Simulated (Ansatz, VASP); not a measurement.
**One calculation of CdSe, two programs**

```xyz
2
Lattice="0.0301 3.0975 3.0674 3.0975 0.0301 3.0674 3.1276 3.1276 0.0000" Properties=species:S:1:pos:R:3 pbc="T T T"
Cd    0.0000    0.0000    0.0111
Se    1.5638    1.5638    1.5226
```

Change from the starting cell: strained cell.

Alike in both runs: task relaxation of the atoms; functional PBE; k mesh 8 × 8 × 8; occupations gaussian, width 0.02 eV; no spin polarisation.

|  | VASP | Ansatz |
| --- | --- | --- |
| version | VASP 6.6.1 | Ansatz 0.2.0 |
| potentials or method | VASP PAW PBE potentials, release 64 (Cd, Se), cutoff 450 eV | scalar-relativistic, plane waves, PAW |
| valence electrons in the cell | 18 | 36 |

```csv
,VASP,Ansatz,Ansatz less VASP
"gap on the k mesh at the Fermi level, each at its own relaxed structure (eV)",0.48,0.48,+0.001
```

VASP's potentials hold 18 valence electrons a cell and Ansatz's 36, so a difference there can come from the potentials and not from the codes. Ansatz's warnings: stress scf threshold loose.
